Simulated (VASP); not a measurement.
Runs of VASP 6.6.1 on Al. The structure is that of space group P6_3/mmc (No. 194), or close to it. The cells are those of the table. 

| task | cell | cutoff (eV) | gap on the mesh (eV) | pressure (GPa) |
| --- | --- | --- | --- | --- |
| single point | a = 2.614, b = 2.614, c = 8.588 Å, angles 90.0, 90.0, 120.0°, 4 atoms | 520 | none | (a) |
| relaxation of cell and atoms | relaxed to 40 GPa from a = 2.827, b = 2.827, c = 9.186 Å, angles 90.0, 90.0, 120.0°, 4 atoms | 600 | none | 40.0 |
| single point | a = 2.661, b = 2.661, c = 8.753 Å, angles 90.0, 90.0, 120.0°, 4 atoms | 520 | none | 20.2 |
| relaxation of cell and atoms | relaxed to 10 GPa from a = 2.827, b = 2.827, c = 9.186 Å, angles 90.0, 90.0, 120.0°, 4 atoms | 600 | none | 10.0 |
| single point | a = 2.575, b = 2.575, c = 8.454 Å, angles 90.0, 90.0, 120.0°, 4 atoms | 520 | none | 40.4 |

Alike in all rows: level LDA; potentials or basis VASP PAW LDA potentials, release 64 (Al); no spin polarisation; k mesh 9 × 9 × 3; smearing gaussian 0.15 eV.

Question: Estimate the missing entries.

Answer: (a) 30.3.

Caveats: the cell is relaxed towards a set pressure, so the enthalpy falls and the energy may rise (some runs).

A gap of «none» marks levels without a gap at the run's occupations.
